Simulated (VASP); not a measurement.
# SnSe in VASP: single point with PBEsol

Aim: the single point of SnSe with PBEsol.

Everything below comes from runs of VASP 6.6.1. Logs are shortened: lines on timing, memory, paths and dates and some standing lists are left out, and cuts for length are marked.

## 1. The cell of the first run

The cell holds a slab with vacuum, 4 atoms: a = 4.419 Å, b = 4.419 Å, c = 11.262 Å, α = 90.00°, β = 90.00°, γ = 87.78°.

## 2. Single point, PBEsol (strained and its atoms moved)

The input, INCAR:

```
SYSTEM = SnSe
PREC = Accurate
ENCUT = 520
EDIFF = 1E-6
ISMEAR = 0
SIGMA = 0.02
LREAL = .FALSE.
LASPH = .TRUE.
NELM = 60
ALGO = Normal
ISIF = 2
LWAVE = .FALSE.
LCHARG = .TRUE.
GGA = PS
LELF = .TRUE.
LVHAR = .TRUE.
NBANDS = 28
```

The input, KPOINTS:

```
regular mesh
0
G
  6 6 4
  0 0 0
```

The input, POSCAR:

```
SnSe
1.0
    4.4185153953      0.0857065484      0.0000000000
    0.0857065484      4.4185153953      0.0000000000
    0.0000000000      0.0000000000     11.2616126910
Sn Se
2 2
Direct
    0.4871990742     -0.0128009258      0.3994270339
   -0.0128009258      0.4871990742      0.6005729661
    0.5128009258      0.0128009258      0.6300193007
    0.0128009258      0.5128009258      0.3699806993
```

Potentials or basis: VASP PAW PBE potentials, release 64 (Sn_d, Se).

On the command line:

```
$ cat potpaw_PBE.64/Sn_d/POTCAR potpaw_PBE.64/Se/POTCAR > POTCAR
$ mpirun -np 1 vasp_std > vasp.out
```

OUTCAR:

```text
SYSTEM = SnSe
   PREC = Accurate
   ENCUT = 520
   EDIFF = 1E-6
   ISMEAR = 0
   LREAL = .FALSE.
   LASPH = .TRUE.
   NELM = 60
   ISIF = 2
   GGA = PS

 ion  position               nearest neighbor table
   1  0.487  0.987  0.399-   3 2.60   4 3.04   4 3.09   4 3.09
   2  0.987  0.487  0.601-   4 2.60   3 3.04   3 3.09   3 3.09
   3  0.513  0.013  0.630-   1 2.60   2 3.04   2 3.09   2 3.09
   4  0.013  0.513  0.370-   2 2.60   1 3.04   1 3.09   1 3.09

  LATTYP: Found a base centered orthorhombic cell.
 ALAT       =     6.1275170345
 B/A-ratio  =     1.0395616569
 C/A-ratio  =     1.8378753788

  Lattice vectors:

 A1 = (  -0.0857065484,  -4.4185153953,   0.0000000000)
 A2 = (   4.4185153953,   0.0857065484,   0.0000000000)
 A3 = (   0.0000000000,   0.0000000000,  11.2616126910)

Analysis of symmetry for initial positions (statically):
=====================================================================
 Subroutine PRICEL returns:
 Original cell was already a primitive cell.

 Routine SETGRP: Setting up the symmetry group for a
 base centered orthorhombic supercell.

 Subroutine GETGRP returns: Found  4 space group operations
 (whereof  2 operations were pure point group operations)
 out of a pool of  8 trial point group operations.

The static configuration has the point symmetry C_2 .
 The point group associated with its full space group is C_2v.

Analysis of symmetry for dynamics (positions and initial velocities):
=====================================================================
 Subroutine PRICEL returns:
 Original cell was already a primitive cell.

 Routine SETGRP: Setting up the symmetry group for a
 base centered orthorhombic supercell.

 Subroutine GETGRP returns: Found  4 space group operations
 (whereof  2 operations were pure point group operations)
 out of a pool of  8 trial point group operations.

The dynamic configuration has the point symmetry C_2 .
 The point group associated with its full space group is C_2v.

 Subroutine INISYM returns: Found  4 space group operations
 (whereof  2 operations are pure point group operations),
 and found     1 'primitive' translations

----------------------------------------------------------------------------------------

                                     Primitive cell

  volume of cell :     219.7809

  direct lattice vectors                    reciprocal lattice vectors
     4.418515395  0.085706548  0.000000000     0.226405546 -0.004391619  0.000000000
     0.085706548  4.418515395  0.000000000    -0.004391619  0.226405546  0.000000000
     0.000000000  0.000000000 11.261612691     0.000000000  0.000000000  0.088797229

  length of vectors
     4.419346548  4.419346548 11.261612691     0.226448134  0.226448134  0.088797229

  position of ions in fractional coordinates (direct lattice)
     0.487199074  0.987199074  0.399427034
     0.987199074  0.487199074  0.600572966
     0.512800926  0.012800926  0.630019301
     0.012800926  0.512800926  0.369980699

  ion indices of the primitive-cell ions
   primitive index   ion index
                 1           1
                 2           2
                 3           3
                 4           4

----------------------------------------------------------------------------------------

 KPOINTS: regular mesh

Automatic generation of k-mesh.
 Grid dimensions read from file:
 generate k-points for:    6    6    4

 Generating k-lattice:

  Cartesian coordinates                     Fractional coordinates (reciprocal lattice)
     0.037734258 -0.000731937  0.000000000     0.166666667 -0.000000000  0.000000000
    -0.000731937  0.037734258  0.000000000    -0.000000000  0.166666667  0.000000000
     0.000000000  0.000000000  0.022199307     0.000000000  0.000000000  0.250000000

  Length of vectors
     0.037741356  0.037741356  0.022199307

  Shift w.r.t. Gamma in fractional coordinates (k-lattice)
     0.000000000  0.000000000  0.000000000

 Subroutine IBZKPT returns following result:
 ===========================================

 Found     39 irreducible k-points:

 Following reciprocal coordinates:
            Coordinates               Weight
  0.000000  0.000000  0.000000      1.000000
  0.166667 -0.000000  0.000000      4.000000
  0.333333 -0.000000  0.000000      4.000000
  0.500000 -0.000000  0.000000      2.000000
  0.166667  0.166667  0.000000      2.000000
  0.333333  0.166667  0.000000      4.000000
[... 16 lines left out ...]
  0.333333  0.333333  0.250000      4.000000
  0.500000  0.333333  0.250000      8.000000
 [... further k-points ...]
   k-points           NKPTS =     39   k-points in BZ     NKDIM =     39   number of bands    NBANDS=     28
   number of dos      NEDOS =    301   number of ions     NIONS =      4
   total plane-waves  NPLWV = 108864
   dimension x,y,z NGX =    36 NGY =   36 NGZ =   84
   dimension x,y,z NGXF=    72 NGYF=   72 NGZF=  168
   ions per type =               2   2
   NGX,Y,Z   is equivalent  to a cutoff of  13.54, 13.54, 12.40 a.u.
   NGXF,Y,Z  is equivalent  to a cutoff of  27.08, 27.08, 24.80 a.u.
 SYSTEM =  SnSe
   PREC   = accura    normal or accurate (medium, high low for compatibility)
   ISTART =      0    job   : 0-new  1-cont  2-samecut
   ICHARG =      2    charge: 1-file 2-atom 10-const
   ISPIN  =      1    spin polarized calculation?
   LNONCOLLINEAR =      F non collinear calculations
   LSORBIT =      F    spin-orbit coupling
   LASPH  =      T    aspherical Exc in radial PAW
   ENCUT  =  520.0 eV  38.22 Ry    6.18 a.u.   8.22  8.22 20.94*2*pi/ulx,y,z
   NELM   =     60;   NELMIN=  2; NELMDL= -5     # of ELM steps
   EDIFF  = 0.1E-05   stopping-criterion for ELM
   LREAL  =      F    real-space projection
   EDIFFG = 0.1E-04   stopping-criterion for IOM
   NSW    =      0    number of steps for IOM
   IBRION =     -1    ionic relax: 0-MD 1-quasi-New 2-CG
   NFREE  =      0    steps in history (QN), initial steepest desc. (CG)
   ISIF   =      2    stress and relaxation
   ISYM   =      2    0-nonsym 1-usesym 2-fastsym
   POTIM  = 0.5000    time-step for ionic-motion
   TEBEG  =    0.0;   TEEND  =   0.0 temperature during run
   PSTRESS=    0.0 pullay stress
   NELECT =      40.0000    total number of electrons
   NUPDOWN=      -1.0000    fix difference up-down
   EMIN   =  10.00;   EMAX   =-10.00  energy-range for DOS
   EFERMI =   0.00;   METHOD = LEGACY
   ISMEAR =     0;   SIGMA  =   0.02  broadening in eV -4-tet -1-fermi 0-gaus
   EFERMI_NEDOS =   21; number of points for ismear=-14 and -15
   IALGO  =     38    algorithm
   IMIX   =      4    mixing-type and parameters
     AMIX     =   0.40;   BMIX     =  1.00
     AMIX_MAG =   1.60;   BMIX_MAG =  1.00
  volume/ion in A,a.u.               =      54.95       370.79
  Fermi-wavevector in a.u.,A,eV,Ry     =   0.927751  1.753196 11.710838  0.860722
  Thomas-Fermi vector in A             =   2.053854
   LORBIT       =      0    0 simple, 1 ext, 2 COOP (PROOUT), +10 PAW based schemes
   GGA     = PS    functional components
   LHFCALC =     F    Hartree Fock is set to
   AEXX    =    0.0000 exact exchange contribution
   IVDW    =     0    specifies the selected vdW correction
   LEPSILON=     F    determine dielectric tensor
   LRPA    =     F    only Hartree local field effects (RPA)
 non-spin polarized calculation
 Gauss-broadening in eV      SIGMA  =   0.02
  energy-cutoff  :      520.00
  volume of cell :      219.78
 maximum number of plane-waves:      5944
 NGX is ok and might be reduce to    36
   NGX = 17   NGY = 17   NGZ = 41

 number of electron      39.9999999 magnetization

 Free energy of the ion-electron system (eV)
  ---------------------------------------------------
  ext. energy  EPLUGINS =         0.00000000
  ---------------------------------------------------
  free energy    TOTEN  =       -17.33234940 eV

  energy without entropy =      -17.33234940  energy(sigma->0) =      -17.33234940

 E-fermi :   0.1513     XC(G=0):  -5.7394

 val. band max:        0.0104598589   @ k =   0.3333  -0.0000   0.5000
 cond. band min:       1.3367008749   @ k =   0.5000  -0.0000   0.5000
 fundamental gap:      1.3262410160
 Fermi energy:         0.1512659360

 k-point     1 :       0.0000    0.0000    0.0000
  band No.  band energies     occupation
      1     -21.0302      2.00000
      2     -21.0286      2.00000
      3     -21.0174      2.00000
      4     -21.0154      2.00000
      5     -21.0041      2.00000
      6     -20.9788      2.00000
[... 20 lines left out ...]
     27       4.6905      0.00000
     28       4.9856      0.00000

 k-point     2 :       0.1667   -0.0000    0.0000
  band No.  band energies     occupation
      1     -21.0291      2.00000
      2     -21.0278      2.00000
      3     -21.0152      2.00000
      4     -21.0149      2.00000
      5     -21.0068      2.00000
      6     -20.9772      2.00000
[... 20 lines left out ...]
     27       4.6122      0.00000
     28       5.0248      0.00000

 k-point     3 :       0.3333   -0.0000    0.0000
  band No.  band energies     occupation
      1     -21.0292      2.00000
      2     -21.0229      2.00000
      3     -21.0191      2.00000
      4     -21.0147      2.00000
      5     -21.0010      2.00000
      6     -20.9807      2.00000
[... 20 lines left out ...]
     27       5.0666      0.00000
     28       6.4965      0.00000

 k-point     4 :       0.5000   -0.0000    0.0000
  band No.  band energies     occupation
      1     -21.0264      2.00000
      2     -21.0264      2.00000
      3     -21.0172      2.00000
      4     -21.0172      2.00000
      5     -20.9897      2.00000
      6     -20.9897      2.00000
[... 578 lines left out ...]
     27       4.9861      0.00000
     28       5.5763      0.00000

 k-point    23 :       0.3333    0.3333    0.2500
  band No.  band energies     occupation
      1     -21.0374      2.00000
      2     -21.0263      2.00000
      3     -21.0154      2.00000
      4     -21.0102      2.00000
      5     -20.9943      2.00000
      6     -20.9814      2.00000
[... 20 lines left out ...]
     27       5.7784      0.00000
     28       6.5077      0.00000

 k-point    24 :       0.5000    0.3333    0.2500
  band No.  band energies     occupation
      1     -21.0377      2.00000
      2     -21.0304      2.00000
      3     -21.0120      2.00000
      4     -21.0103      2.00000
      5     -20.9886      2.00000
      6     -20.9857      2.00000
[... 20 lines left out ...]
     27       6.0232      0.00000
     28       6.2670      0.00000

 [... further k-points ...]
[... 5 lines left out ...]
  --------------------------------------------------------------------------------------
  -------------------------------------------------------------------------------------
  Total       -2.5745054     -2.5745054      1.9501621     -0.8264315      0.0000000      0.0000000
  in kB      -18.7678483    -18.7678483     14.2164575     -6.0245906      0.0000000      0.0000000
  external PRESSURE =      -7.7730797 kB  Pullay stress =       0.0000000 kB

 VOLUME and BASIS-vectors are now :
 -----------------------------------------------------------------------------
  energy-cutoff  :      520.00
  volume of cell :      219.78
      direct lattice vectors                 reciprocal lattice vectors
     4.418515395  0.085706548  0.000000000     0.226405546 -0.004391619  0.000000000
     0.085706548  4.418515395  0.000000000    -0.004391619  0.226405546  0.000000000
     0.000000000  0.000000000 11.261612691     0.000000000  0.000000000  0.088797229

 POSITION                                       TOTAL-FORCE (eV/Angst)
 -----------------------------------------------------------------------------------
      2.23731      4.40371      4.49819        -0.050590     -0.050590     -0.740450
      4.40371      2.23731      6.76342        -0.050590     -0.050590      0.740450
      2.26692      0.10051      7.09503         0.050590      0.050590      0.103673
      0.10051      2.26692      4.16658         0.050590      0.050590     -0.103673
 -----------------------------------------------------------------------------------
    total drift:                                0.000624      0.000624      0.000001

  FREE ENERGIE OF THE ION-ELECTRON SYSTEM (eV)
  ---------------------------------------------------
  free  energy   TOTEN  =       -17.3323493984 eV

  energy  without entropy=      -17.3323493984  energy(sigma->0) =      -17.33234940
```

It took 8.1 min on 1 thread of Intel Xeon 6975P-C, shared host; peak memory 0.46 GiB.

What came out:

- Free energy: -17.3323 eV
- Largest force: 0.744 eV/Å
- Band gap on the k mesh: 1.33 eV, indirect (least direct gap 1.38 eV)

Forces on the atoms (eV/Å):
```
Sn  -0.051 -0.051 -0.740
Sn  -0.051 -0.051  0.740
Se   0.051  0.051  0.104
Se   0.051  0.051 -0.104
```

Caveat: the cell differs from its parent crystal (strained and its atoms moved); the PAW data sets were made with another functional, which shifts forces and pressure a little; spin-orbit coupling is left out, which moves the levels of the heavy elements.
